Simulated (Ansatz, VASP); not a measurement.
# Two plane-wave programs on Be

```
Be
1.0
     2.22952    0.00000    0.00000
    -1.11476    1.93082    0.00000
     0.00000    0.00000    3.50833
Be
2
Direct
  0.33333 0.66667 0.25000
  0.66667 0.33333 0.75000
```

Alike in both runs: task single point; functional LDA; k mesh 26 × 26 × 15; occupations fermi-dirac, width 0.1 eV; no spin polarisation.

|  | VASP | Ansatz |
| --- | --- | --- |
| version | VASP 6.6.1 | Ansatz 0.2.0 |
| potentials or method | VASP PAW LDA potentials, release 64 (Be), cutoff 520 eV | plane waves (420 eV) with PAW, scalar-relativistic |
| valence electrons in the cell | 4 | 4 |

|  | VASP | Ansatz | Ansatz less VASP |
| --- | --- | --- | --- |
| pressure (GPa) | 0.4 | 0.0 | -0.45 |
| traceless stress, the component that is largest in VASP (GPa) | 0.82 | 0.82 | -0.004 |

Ansatz warns that its potentials were made for another functional, while VASP's fit it. LDA's correlation is that of Perdew and Zunger in VASP and of Perdew and Wang (1992) in Ansatz.
